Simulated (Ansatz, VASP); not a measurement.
BaTiO3: VASP beside Ansatz

The input INCAR:

```
PREC     = Accurate       # precision mode
ENCUT    = 520            # plane-wave cutoff, eV
EDIFF    = 1E-6           # SCF threshold, eV
ISMEAR   = -1             # smearing method
SIGMA    = 0.03           # smearing width, eV
LREAL    = F              # projectors in reciprocal space
LASPH    = T              # aspherical terms in the spheres
NELM     = 80             # most SCF steps
ALGO     = Normal         # electronic algorithm
ISIF     = 2              # what is computed and relaxed
LWAVE    = F              # write WAVECAR
LCHARG   = F              # write CHGCAR
GGA      = PS             # functional
NBANDS   = 28             # bands
```

File KPOINTS:

```
Automatic mesh
0
Gamma
  7 7 7
```

Contents of POSCAR:

```
BaTiO3
1.0
    3.8798060000      0.0000000000      0.0000000000
    0.0000000000      3.8798060000      0.0000000000
    0.0000000000      0.0000000000      4.0180000000
Ba Ti O
1 1 3
Direct
    0.0000000000      0.0000000000      0.0000000000
    0.5000000000      0.5000000000      0.5000000000
    0.5000000000      0.5000000000      0.0000000000
    0.5000000000      0.0000000000      0.5000000000
    0.0000000000      0.5000000000      0.5000000000
```

Input for Ansatz:

```yaml
crystal:
  lattice:
    - [3.879806, 0.0, 0.0]
    - [0.0, 3.879806, 0.0]
    - [0.0, 0.0, 4.018]
  atoms:
    - { symbol: Ba, position: [0.0, 0.0, 0.0] }
    - { symbol: Ti, position: [0.5, 0.5, 0.5] }
    - { symbol: O, position: [0.5, 0.5, 0.0] }
    - { symbol: O, position: [0.5, 0.0, 0.5] }
    - { symbol: O, position: [0.0, 0.5, 0.5] }
kpoints:
  mp_grid: { grid: [7, 7, 7] }
  band_path:
    path:
      - [0.0, 0.0, 0.0]
      - [0.0, 0.5, 0.0]
      - [0.5, 0.5, 0.0]
      - [0.0, 0.0, 0.0]
      - [0.0, 0.0, 0.5]
      - [0.0, 0.5, 0.5]
      - [0.5, 0.5, 0.5]
      - [0.0, 0.0, 0.5]
      - [0.0, 0.5, 0.0]
    npoints: 5
scf:
  occupations: { method: fermi_dirac, width: 0.03 }
hamiltonian:
  xc: pbesol
  pseudopotentials: { kind: all_electron, lapw: { basis_error: 0.001 } }
output:
  forces: true
  stress: true
  eigenvalues: true
```

Change from the starting cell: equal xx and yy strain of -3 %.

Alike in both runs: task single point; functional PBEsol; k mesh 7 × 7 × 7; occupations fermi-dirac, width 0.03 eV; no spin polarisation.

|  | VASP | Ansatz |
| --- | --- | --- |
| version | VASP 6.6.1 | Ansatz 0.2.0 |
| potentials or method | VASP PAW PBE potentials, release 64 (Ba_sv, Ti_sv, O), cutoff 520 eV | all-electron LAPW, scalar-relativistic |

VASP gave:

| Item | Value |
| --- | --- |
| gap on the k mesh at the Fermi level (eV) | 1.83 |
| pressure (GPa) | 9.2 |
| traceless stress, the component that is largest in VASP (GPa) | -5.66 |

Task: Which values does Ansatz return?

Result: gap on the k mesh at the Fermi level (eV): 1.88; pressure (GPa): 6.9; traceless stress, the component that is largest in VASP (GPa): -5.47.

VASP's potentials were made for PBE, not for PBEsol. Ansatz ran all-electron here, and VASP with PAW potentials.

Neither program's run includes spin-orbit coupling.
